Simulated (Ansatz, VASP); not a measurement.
One calculation of Si4Ge, two programs

```xyz
5
Lattice="-1.5765 1.5765 7.8955 1.5765 -1.5765 7.8955 1.5765 1.5765 -7.8955" Properties=species:S:1:pos:R:3 pbc="T T T"
Si    0.0000    0.0000    6.0655
Si    0.0000    0.0000   12.6020
Si    0.0000    0.0000    3.1890
Si    0.0000    0.0000    9.7256
Ge    0.0000    0.0000    0.0000
```

Change from the starting cell: species swapped into the Ti4Pd type (I4/mmm, No. 139).

Alike in both runs: functional PBE; k mesh 7 × 7 × 7; occupations gaussian, width 0.2 eV; no spin polarisation.

Ansatz relaxed the structure, and its values are those at the end. VASP's run is a single point on that final structure, the one shown.

|  | VASP | Ansatz |
| --- | --- | --- |
| version | VASP 6.6.1 | Ansatz 0.2.0 |
| potentials or method | VASP PAW PBE potentials, release 64 (Si, Ge_d), cutoff 500 eV | scalar-relativistic, plane waves, PAW |
| valence electrons in the cell | 30 | 30 |

Ansatz gave:

```
gap on the k mesh at the Fermi level (eV) : none
pressure (GPa)                            : 0.0
rms of the force components (eV/Å)        : 0.025
```

What did VASP give for the same quantities?

gap on the k mesh at the Fermi level (eV): none; pressure (GPa): 0.0; rms of the force components (eV/Å): 0.027.

A gap of «none» marks a metal or a gap that the smearing closes.

The k mesh is coarse, so the values compare programs but aren't converged.
